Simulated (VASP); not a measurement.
Here is a VASP 6.6.1 calculation.

Contents of INCAR:

```
SYSTEM = Ge
PREC = Accurate
ENCUT = 520
EDIFF = 1E-7
ISMEAR = -1
SIGMA = 0.02
LREAL = .False.
LASPH = .True.
NELM = 80
ALGO = Normal
ISIF = 2
LWAVE = .False.
LCHARG = .False.
LDIPOL = .True.
IDIPOL = 3
DIPOL = 0.5 0.5 0.500
GGA = PS
NBANDS = 51
```

Contents of KPOINTS:

```
regular mesh
0
Gamma
  7 7 1
  0 0 0
```

File POSCAR:

```
Ge
1.0
    4.0132604624      0.0000000000      0.0000000000
   -2.0066302312      3.4755855125      0.0000000000
    0.0000000000      0.0000000000     20.4353000000
Ge
6
Direct
    0.0000000000      0.0000000000      0.3180760352
    0.3333333333      0.6666666667      0.3563898106
    0.3333333333      0.6666666667      0.4802624012
    0.6666666667      0.3333333333      0.5197375438
    0.6666666667      0.3333333333      0.6436101627
    0.0000000000      0.0000000000      0.6819239648
```

Potentials or basis: VASP PAW PBE potentials, release 64 (Ge_d).

Run with:

```console
$ cat potpaw_PBE.64/Ge_d/POTCAR > POTCAR
$ mpirun -np 1 vasp_std > vasp.out
```

Q: What does it give for the largest force?

A: 0.011 eV/Å.

Q: Estimate the band gap on the k mesh.

A: Zero (bands 42 and 43 overlap by 0.09 eV).

Forces in eV/Å, atoms in the order of the input:
```
Ge   0.000  0.000  0.006
Ge   0.000  0.000 -0.011
Ge   0.000  0.000 -0.005
Ge   0.000  0.000  0.005
Ge   0.000  0.000  0.011
Ge   0.000  0.000 -0.006
```

Caveat: the PAW data sets were made with another functional, which shifts forces and pressure a little.
